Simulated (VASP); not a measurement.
Runs of VASP 6.6.1 on LiF. The structure is that of space group Fm-3m (No. 225), or close to it. The cells are those of the table. 

```csv
task,level,potentials or basis,spin,cell,k mesh,cutoff (eV),smearing,grid for exact exchange (PRECFOCK),share of exact exchange,screening parameter,gap on the mesh (eV)
single point,r2SCAN+D3(BJ),"VASP PAW PBE potentials, release 64 (F, Li_sv)",off,"a = 2.808 Å, angles 60.0°, 2 atoms",11 × 11 × 11,520,fermi-dirac 0.025 eV,-,-,-,10.68
single point,PBE,"VASP PAW PBE potentials, release 64 (F, Li_sv)",off,"a = 2.848 Å, angles 60.0°, 2 atoms",13 × 13 × 13,520,fermi-dirac 0.1 eV,-,-,-,9.09
single point,LDA,"VASP PAW LDA potentials, release 64 (F, Li_sv)",off,"a = 2.848 Å, angles 60.0°, 2 atoms",10 × 10 × 10,520,gaussian 0.01 eV,-,-,-,(b)
single point,PBEsol+D3(BJ),"VASP PAW PBE potentials, release 64 (F, Li_sv)",off,"a = 2.804 Å, angles 60.0°, 2 atoms",11 × 11 × 11,520,fermi-dirac 0.05 eV,-,-,-,9.35
single point,PBEsol,"VASP PAW PBE potentials, release 64 (F, Li_sv)",collinear,"a = 2.848 Å, angles 60.0°, 2 atoms",11 × 11 × 11,520,gaussian 0.02 eV,-,-,-,8.92
single point,PBE,"VASP PAW PBE potentials, release 64 (F, Li_sv)",off,"a = 2.848 Å, angles 60.0°, 2 atoms",11 × 11 × 11,520,gaussian 0.05 eV,-,-,-,9.09
single point,r2SCAN,"VASP PAW PBE potentials, release 64 (F, Li_sv)",off,"a = 2.848 Å, angles 60.0°, 2 atoms",10 × 10 × 10,520,methfessel-paxton 0.05 eV,-,-,-,10.27
single point,r2SCAN,"VASP PAW PBE potentials, release 64 (F, Li_sv)",off,"a = 2.848 Å, angles 60.0°, 2 atoms",10 × 10 × 10,520,gaussian 0.01 eV,-,-,-,10.27
single point,PBEsol,"VASP PAW PBE potentials, release 64 (F, Li_sv)",off,"a = 2.886 Å, angles 60.0°, 2 atoms",11 × 11 × 11,520,fermi-dirac 0.05 eV,-,-,-,(a)
relaxation of cell and atoms,PBEsol+D3(BJ),"VASP PAW PBE potentials, release 64 (F, Li_sv)",off,"relaxed from a = 2.848 Å, angles 60.0°, 2 atoms",11 × 11 × 11,600,fermi-dirac 0.05 eV,-,-,-,9.50
single point,PBEsol+D3(BJ),"VASP PAW PBE potentials, release 64 (F, Li_sv)",off,"a = 2.848 Å, angles 60.0°, 2 atoms",11 × 11 × 11,520,fermi-dirac 0.05 eV,-,-,-,8.92
single point,PBE-based screened hybrid with 25 % exact exchange,"VASP PAW PBE potentials, release 64 (F, Li_sv)",off,"a = 2.848 Å, angles 60.0°, 2 atoms",6 × 6 × 6,520,fermi-dirac 0.05 eV,Normal,0.25,0.4 1/Å,10.82
```

Problem. Fill in the values left out.

Solution. (a) 8.58; (b) 8.83.

Caveats: some runs use coarse meshes; an odd mesh through Γ misses points on the zone boundary, where band edges can lie (at least some runs); three body term missing (at least some runs).
